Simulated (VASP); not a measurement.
Wanted: the native input for a VASP 6.6.1 run.

```yaml
Task: single point
Functional: r2SCAN
Potentials_or_basis: VASP PAW PBE potentials, release 64 (Mg, O)
Cutoff: 520 eV
k_mesh: 12 × 12 × 12
Occupations: gaussian, width 0.05 eV
Spin: no spin polarisation
Dipole_correction: no
Further_INCAR_settings: ALGO = Normal; EDIFF = 1e-06; NBANDS = 14
```

The system is MgO2.

```
CELL_PARAMETERS angstrom
1.64488 0.94967 3.58133
-1.64488 0.94967 3.58133
0.00000 -1.89934 3.58133
ATOMIC_POSITIONS crystal
Mg 0.00000 0.00000 0.00000
O 0.42879 0.42879 0.42879
O 0.57121 0.57121 0.57121
```

This cell differs from its parent crystal: strain +0.025 along x and y, +0.025 along z.

One way to write it, as run:

POSCAR

```
MgO2
1.0
    1.6448800414      0.9496719347      3.5813283468
   -1.6448800414      0.9496719347      3.5813283468
    0.0000000000     -1.8993438694      3.5813283468
Mg O
1 2
Direct
    0.0000000000      0.0000000000      0.0000000000
    0.4287860000      0.4287860000      0.4287860000
    0.5712140000      0.5712140000      0.5712140000
```

INCAR.step1

```
PREC     = Accurate       # precision mode
ENCUT    = 520            # plane-wave cutoff, eV
ISMEAR   = 0              # smearing method
SIGMA    = 0.05           # smearing width, eV
LREAL    = F              # projectors in reciprocal space
LASPH    = T              # aspherical terms in the spheres
NELM     = 100            # most SCF steps
NBANDS   = 14             # bands
GGA      = PE             # functional
ALGO     = Normal         # electronic algorithm
EDIFF    = 1E-4           # SCF threshold, eV
LWAVE    = T              # write WAVECAR
LCHARG   = F              # write CHGCAR
```

INCAR.step2

```
PREC     = Accurate       # precision mode
ENCUT    = 520            # plane-wave cutoff, eV
EDIFF    = 1E-6           # SCF threshold, eV
ISMEAR   = 0              # smearing method
SIGMA    = 0.05           # smearing width, eV
LREAL    = F              # projectors in reciprocal space
LASPH    = T              # aspherical terms in the spheres
NELM     = 100            # most SCF steps
ALGO     = Normal         # electronic algorithm
ISIF     = 2              # what is computed and relaxed
LWAVE    = F              # write WAVECAR
LCHARG   = F              # write CHGCAR
METAGGA  = R2SCAN         # meta-GGA
LMIXTAU  = T            
NBANDS   = 14             # bands
ISTART   = 1
```

KPOINTS

```
regular mesh
0
Gamma
  12 12 12
```

Potentials or basis: VASP PAW PBE potentials, release 64 (Mg, O).

Run with:

```sh
$ cat potpaw_PBE.64/Mg/POTCAR potpaw_PBE.64/O/POTCAR > POTCAR
$ cp INCAR.step1 INCAR
$ mpirun -np 1 vasp_std > vasp.out
$ cp INCAR.step2 INCAR
$ mpirun -np 1 vasp_std > vasp.out
```

Results of the run:

| Quantity | Value |
| --- | --- |
| Pressure | -13.6 GPa |
| Largest force | 0.304 eV/Å |
| Band gap on the k mesh | 2.48 eV |

Caveat: the cell differs from its parent crystal (strain +0.025 along x and y, +0.025 along z); the cell stands under tension; the PAW data sets were made with another functional, which shifts forces and pressure a little.

Run time: 3.3 min on 1 thread of Intel(R) Xeon(R) 6975P-C (Granite Rapids) (shared host), peak memory 0.24 GiB.
